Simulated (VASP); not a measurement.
# Tl (Pm-3m) in VASP: notebook, part 2 of 2

VASP 6.6.1. Earlier steps stand in the parts before.

### 3 Single point, PBE (volume scaled by 0.4)

INCAR reads:

```
PREC = Accurate
ENCUT = 520
EDIFF = 1E-7
ISMEAR = -1
SIGMA = 0.08
LREAL = False
LASPH = True
NELM = 60
ALGO = Normal
ISIF = 2
LWAVE = False
LCHARG = False
GGA = PE
NBANDS = 12
```

KPOINTS reads:

```
regular mesh
0
Gamma
  12 12 12
```

POSCAR reads:

```
Tl
1.0
    2.3958017933      0.0000000000      0.0000000000
    0.0000000000      2.3958017933      0.0000000000
    0.0000000000      0.0000000000      2.3958017933
Tl
1
Direct
    0.0000000000      0.0000000000      0.0000000000
```

Potentials or basis: VASP PAW PBE potentials, release 64 (Tl_d).

Run with:

```
$ cat potpaw_PBE.64/Tl_d/POTCAR > POTCAR
$ mpirun -np 1 vasp_std > vasp.out
```

Run time: 4.8 s. Hardware: 1 thread of Intel Xeon 6975P-C (Granite Rapids), shared host; peak memory 0.12 GiB.

Results (log left out):

| Item | Value |
| --- | --- |
| Free energy | 4.0259 eV |
| Pressure | 253.4 GPa |

Levels at points of the mesh, in eV from the Fermi level:
| k point | band 2 | band 3 | band 4 | band 5 | band 6 | band 7 | band 8 | band 9 | band 10 | band 11 |
| --- | --- | --- | --- | --- | --- | --- | --- | --- | --- | --- |
| (0.00, 0.00, 0.00) | -18.33 | -18.33 | -12.34 | -12.34 | -12.34 | 9.68 | 9.68 | 9.68 | 16.97 | 19.10 |
| (0.50, 0.00, 0.00) | -17.14 | -14.37 | -14.37 | -12.15 | -8.78 | -5.81 | 11.12 | 14.49 | 16.33 | 16.33 |
| (0.50, 0.50, 0.00) | -16.92 | -14.03 | -14.03 | -10.67 | -3.05 | -3.05 | 1.50 | 6.45 | 16.46 | 16.46 |
| (0.50, 0.50, 0.50) | -17.12 | -17.12 | -10.54 | -10.54 | 3.27 | 3.27 | 3.27 | 3.98 | 10.93 | 13.13 |

Caveat: spin-orbit coupling is left out, which moves the levels of the heavy elements.

### 4 Single point, PBE (volume scaled by 0.5)

INCAR reads:

```
SYSTEM = Tl
PREC = Accurate
ENCUT = 520
EDIFF = 1E-6
ISMEAR = -1
SIGMA = 0.08
LREAL = .FALSE.
LASPH = .TRUE.
NELM = 60
ALGO = Normal
ISIF = 2
LWAVE = .FALSE.
LCHARG = .TRUE.
GGA = PE
LELF = .TRUE.
LVHAR = .TRUE.
NBANDS = 12
```

KPOINTS reads:

```
Automatic mesh
0
G
  12 12 12
  0 0 0
```

POSCAR reads:

```
Tl
1.0
    2.5807992469      0.0000000000      0.0000000000
    0.0000000000      2.5807992469      0.0000000000
    0.0000000000      0.0000000000      2.5807992469
Tl
1
Direct
    0.0000000000      0.0000000000      0.0000000000
```

Potentials or basis: VASP PAW PBE potentials, release 64 (Tl_d).

Run with:

```
$ cat potpaw_PBE.64/Tl_d/POTCAR > POTCAR
$ mpirun -np 1 vasp_std > vasp.out
```

OUTCAR:

```text
SYSTEM = Tl
   PREC = Accurate
   ENCUT = 520
   EDIFF = 1E-6
   ISMEAR = -1
   LREAL = .FALSE.
   LASPH = .TRUE.
   NELM = 60
   ISIF = 2
   GGA = PE

 ion  position               nearest neighbor table
   1  0.000  0.000  0.000-

  LATTYP: Found a simple cubic cell.
 ALAT       =     2.5807992469

  Lattice vectors:

 A1 = (   2.5807992469,   0.0000000000,   0.0000000000)
 A2 = (   0.0000000000,   2.5807992469,   0.0000000000)
 A3 = (   0.0000000000,   0.0000000000,   2.5807992469)

Analysis of symmetry for initial positions (statically):
=====================================================================
 Subroutine PRICEL returns:
 Original cell was already a primitive cell.

 Routine SETGRP: Setting up the symmetry group for a
 simple cubic supercell.

 Subroutine GETGRP returns: Found 48 space group operations
 (whereof 48 operations were pure point group operations)
 out of a pool of 48 trial point group operations.

The static configuration has the point symmetry O_h .

Analysis of symmetry for dynamics (positions and initial velocities):
=====================================================================
 Subroutine PRICEL returns:
 Original cell was already a primitive cell.

 Routine SETGRP: Setting up the symmetry group for a
 simple cubic supercell.

 Subroutine GETGRP returns: Found 48 space group operations
 (whereof 48 operations were pure point group operations)
 out of a pool of 48 trial point group operations.

The dynamic configuration has the point symmetry O_h .

 Subroutine INISYM returns: Found 48 space group operations
 (whereof 48 operations are pure point group operations),
 and found     1 'primitive' translations

----------------------------------------------------------------------------------------

                                     Primitive cell

  volume of cell :      17.1895

[... 102 lines left out ...]
   EFERMI_NEDOS =   21; number of points for ismear=-14 and -15
   IALGO  =     38    algorithm
   IMIX   =      4    mixing-type and parameters
     AMIX     =   0.40;   BMIX     =  1.00
     AMIX_MAG =   1.60;   BMIX_MAG =  1.00
  volume/ion in A,a.u.               =      17.19       116.00
  Fermi-wavevector in a.u.,A,eV,Ry     =   1.491541  2.818603 30.268788  2.224693
  Thomas-Fermi vector in A             =   2.604183
   LORBIT       =      0    0 simple, 1 ext, 2 COOP (PROOUT), +10 PAW based schemes
   GGA     = PE    functional components
[... 5 lines left out ...]
 non-spin polarized calculation
  energy-cutoff  :      520.00
  volume of cell :       17.19
 maximum number of plane-waves:       480
 NGX is ok and might be reduce to    20
   NGX =  9   NGY =  9   NGZ =  9

 number of electron      12.9999995 magnetization

 Free energy of the ion-electron system (eV)
  ---------------------------------------------------
  ext. energy  EPLUGINS =         0.00000000
  ---------------------------------------------------
  free energy    TOTEN  =         0.49751815 eV

  energy without entropy =        0.50486908  energy(sigma->0) =        0.50119362

 E-fermi :  14.0023     XC(G=0): -12.9129

 val. band max:       13.9799452814   @ k =   0.5000   0.3333   0.3333
 cond. band min:      14.1183463982   @ k =   0.3333   0.1667   0.0833
 fundamental gap:      0.1384011167
 Fermi energy:        14.0022783774

 k-point     1 :       0.0000    0.0000    0.0000
  band No.  band energies     occupation
      1      -1.6387      2.00000
      2      -1.6387      2.00000
      3      -1.1864      2.00000
      4       2.2980      2.00000
      5       2.2980      2.00000
      6       2.2980      2.00000
      7      23.3170      0.00000
      8      23.3170      0.00000
      9      23.3170      0.00000
     10      29.1521      0.00000
     11      30.9405      0.00000
     12      30.9405      0.00000
[... 331 lines left out ...]
 k-point    24 :       0.4167    0.3333    0.0000
  band No.  band energies     occupation
      1      -0.8148      2.00000
      2      -0.6496      2.00000
      3       1.2595      2.00000
      4       1.5010      2.00000
      5       2.0609      2.00000
      6       7.5188      2.00000
      7      12.7027      2.00000
      8      17.8590      0.00000
      9      22.7527      0.00000
     10      29.5407      0.00000
     11      31.9970      0.00000
     12      32.6498      0.00000

 [... further k-points ...]
[... 5 lines left out ...]
  --------------------------------------------------------------------------------------
  -------------------------------------------------------------------------------------
  Total       10.9200799     10.9200799     10.9200799      0.0000000     -0.0000000      0.0000000
  in kB     1017.8264368   1017.8264368   1017.8264368      0.0000000     -0.0000000      0.0000000
  external PRESSURE =    1017.8264368 kB  Pullay stress =       0.0000000 kB

 VOLUME and BASIS-vectors are now :
 -----------------------------------------------------------------------------
  energy-cutoff  :      520.00
  volume of cell :       17.19
      direct lattice vectors                 reciprocal lattice vectors
     2.580799247  0.000000000  0.000000000     0.387476864  0.000000000  0.000000000
     0.000000000  2.580799247  0.000000000     0.000000000  0.387476864  0.000000000
     0.000000000  0.000000000  2.580799247     0.000000000  0.000000000  0.387476864

 POSITION                                       TOTAL-FORCE (eV/Angst)
 -----------------------------------------------------------------------------------
      0.00000      0.00000      0.00000         0.000000      0.000000      0.000000
 -----------------------------------------------------------------------------------
    total drift:                               -0.000000      0.000000      0.000000

  FREE ENERGIE OF THE ION-ELECTRON SYSTEM (eV)
  ---------------------------------------------------
  free  energy   TOTEN  =         0.4975181460 eV

  energy  without entropy=        0.5048690844  energy(sigma->0) =        0.50119362
```

Wall time 6.4 s (1 thread of Intel Xeon 6975P-C (Granite Rapids), shared host); peak memory 0.13 GiB.

Results:

- Free energy: 0.4975 eV
- Pressure: 101.8 GPa

Caveat: spin-orbit coupling is left out, which moves the levels of the heavy elements.

### 5 Single point, PBE (volume scaled by 0.5)

INCAR reads:

```
  ALGO = Normal
  EDIFF = 1E-7
  ENCUT = 520
  GGA = PE
  ISIF = 2
  ISMEAR = -1
  LASPH = T
  LCHARG = F
  LREAL = F
  LWAVE = F
  NBANDS = 12
  NELM = 100
  PREC = Accurate
  SIGMA = 0.08
```

KPOINTS reads:

```
k-points
0
Gamma
  12 12 12
```

POSCAR is that of step 4.

Run with:

```
$ cat potpaw_PBE.64/Tl_d/POTCAR > POTCAR
$ mpirun -np 1 vasp_std > vasp.out
```

It took 5.9 s on 1 thread of Intel Xeon 6975P-C (Granite Rapids), shared host; peak memory 0.13 GiB.

The run converged. Its results:

```
Free energy : 0.4975 eV
Pressure    : 101.8 GPa
```

Levels at points of the mesh, in eV from the Fermi level:
```tsv
k point	band 3	band 4	band 5	band 6	band 7	band 8	band 9	band 10
(0.00, 0.00, 0.00)	-15.19	-11.70	-11.70	-11.70	9.31	9.31	9.31	15.15
(0.50, 0.00, 0.00)	-12.97	-12.97	-11.59	-6.62	-6.18	12.13	14.35	14.87
(0.50, 0.50, 0.00)	-12.76	-12.76	-10.60	-1.99	-1.99	-0.35	5.96	16.43
(0.50, 0.50, 0.50)	-14.70	-10.52	-10.52	2.92	2.92	2.92	5.74	6.76
```

Caveat: spin-orbit coupling is left out, which moves the levels of the heavy elements.
